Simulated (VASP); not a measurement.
Input of a VASP 6.6.1 run:

INCAR

```
SYSTEM = Mg8O9
PREC     = Accurate       ! precision mode
ENCUT    = 520            ! plane-wave cutoff, eV
EDIFF    = 1E-6           ! SCF threshold, eV
ISMEAR   = -1             ! smearing method
SIGMA    = 0.05           ! smearing width, eV
LREAL    = Auto         
LASPH    = .True.         ! aspherical terms in the spheres
NELM     = 150            ! most SCF steps
ALGO     = Normal         ! electronic algorithm
ISIF     = 2              ! what is computed and relaxed
LWAVE    = .False.        ! write WAVECAR
LCHARG   = .False.        ! write CHGCAR
ISPIN    = 2              ! spin polarisation
MAGMOM   = 0 0 0 0 0 0 0 0 0 0 0 0 0 0 0 0 0 ! initial moments
LORBIT   = 11             ! projections on sites
GGA      = PS             ! functional
NBANDS   = 53             ! bands
```

File KPOINTS:

```
Automatic mesh
0
Gamma
  2 2 2
  0 0 0
```

Contents of POSCAR:

```
Mg8O9
1.0
    0.0000000000      3.8950000000      3.8950000000
    3.8950000000      0.0000000000      3.8950000000
    3.8950000000      3.8950000000      0.0000000000
Mg O
8 9
Direct
    0.0340436457     -0.0363029525     -0.0398202824
   -0.0704107831      0.0402952503      0.4456354300
    0.0074197689      0.4976379974     -0.0678818999
    0.0053145058      0.4525545571      0.4696020539
    0.5337483954      0.0186264442     -0.0867137356
    0.5098331194     -0.0295763800      0.4337612323
    0.5343260591      0.4744544288     -0.0732734275
    0.4927214377      0.5130038511      0.4449935815
    0.2782541720      0.2363286264      0.1809242619
    0.2880616175      0.2210012837      0.6544030809
    0.1800385109      0.7371116816      0.3234017972
    0.2637483954      0.7243902439      0.7052118100
    0.7528883184      0.2362259307      0.1666752246
    0.7876893453      0.2003979461      0.7166752246
    0.7606418485      0.7082156611      0.2165596919
    0.7730038511      0.7234531451      0.6943902439
    0.3825930680      0.7513992298      1.0712708601
```

Potentials or basis: VASP PAW PBE potentials, release 64 (Mg, O).

Run with:

```console
$ cat potpaw_PBE.64/Mg/POTCAR potpaw_PBE.64/O/POTCAR > POTCAR
$ mpirun -np 1 vasp_std > vasp.out
```

What does it give for the largest force?

7.118 eV/Å.

Predict the net moment.

0.00 μB per cell.

Predict the band gap on the k mesh.

5.37 eV.

Forces in eV/Å, atoms in the order of the input:
```
Mg  -0.946 -0.316 -0.151
Mg  -1.331  2.394  1.723
Mg  -0.540  1.236 -0.377
Mg  -0.463 -0.818  1.449
Mg   0.585  0.039 -0.892
Mg   0.422  0.534  0.069
Mg  -2.018 -1.396 -1.123
Mg  -1.925  1.222 -1.339
O    0.502 -1.742 -1.681
O    2.766  2.093  0.228
O    3.786 -1.816 -5.747
O    0.783  0.257  0.116
O    1.062  2.248  0.701
O    1.411 -1.580  2.454
O   -0.697  0.191  2.238
O    0.093 -1.669  0.252
O   -3.487 -0.877  2.081
```

Caveat: the k points lie up to 0.70 Å⁻¹ apart; the PAW data sets were made with another functional, which shifts forces and pressure a little.
